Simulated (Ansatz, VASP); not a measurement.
Hg: VASP beside Ansatz

File INCAR:

```
  PREC = Accurate
  ENCUT = 520
  EDIFF = 1E-6
  ISMEAR = -1
  SIGMA = 0.03
  LREAL = F
  LASPH = T
  NELM = 100
  ALGO = Normal
  ISIF = 2
  LWAVE = F
  LCHARG = F
  NBANDS = 12
```

The input KPOINTS:

```
regular mesh
0
Gamma
  12 12 12
```

Contents of POSCAR:

```
Hg
1.0
    1.7473004598      1.0088043909      2.2340000000
   -1.7473004598      1.0088043909      2.2340000000
    0.0000000000     -2.0176087817      2.2340000000
Hg
1
Direct
    0.0000000000      0.0000000000      0.0000000000
```

Input for Ansatz:

```yaml
crystal:
  lattice:
    - [1.7473004598, 1.0088043909, 2.234]
    - [-1.7473004598, 1.0088043909, 2.234]
    - [0.0, -2.0176087817, 2.234]
  atoms:
    - { symbol: Hg, position: [0.0, 0.0, 0.0] }
kpoints:
  mp_grid: { grid: [12, 12, 12] }
  band_path:
    path:
      - [0.0, 0.0, 0.0]
      - [0.5, 0.5, 0.5]
      - [0.6973904957, 0.3026095043, 0.5]
      - [0.5, -0.3026095043, 0.3026095043]
      - [0.5, 0.0, 0.0]
      - [0.0, 0.0, 0.0]
      - [0.4013047522, -0.4013047522, 0.0]
      - [0.5986952478, 0.0, 0.4013047522]
      - [0.5, 0.0, 0.5]
    npoints: 5
scf:
  occupations: { method: fermi_dirac, width: 0.03 }
hamiltonian:
  xc: lda
  pseudopotentials: { kind: all_electron, lapw: { basis_error: 0.0005 } }
output:
  forces: true
  stress: true
  eigenvalues: true
```

Change from the starting cell: equal xx and yy strain of +1 %.

Alike in both runs: task single point; functional LDA; k mesh 12 × 12 × 12; occupations fermi-dirac, width 0.03 eV; no spin polarisation.

|  | VASP | Ansatz |
| --- | --- | --- |
| version | VASP 6.6.1 | Ansatz 0.2.0 |
| potentials or method | VASP PAW LDA potentials, release 64 (Hg), cutoff 520 eV | all-electron LAPW, scalar-relativistic |

Ansatz gave:

| Quantity | Value |
| --- | --- |
| pressure (GPa) | -2.3 |
| traceless stress, the component that is largest in VASP (GPa) | -0.93 |

Q: Estimate VASP's values.

A: Pressure (GPa): -1.7; traceless stress, the component that is largest in VASP (GPa): -0.65.

LDA's correlation is that of Perdew and Zunger in VASP and of Perdew and Wang (1992) in Ansatz. Ansatz ran all-electron here, and VASP with PAW potentials.

Spin-orbit coupling is off throughout.
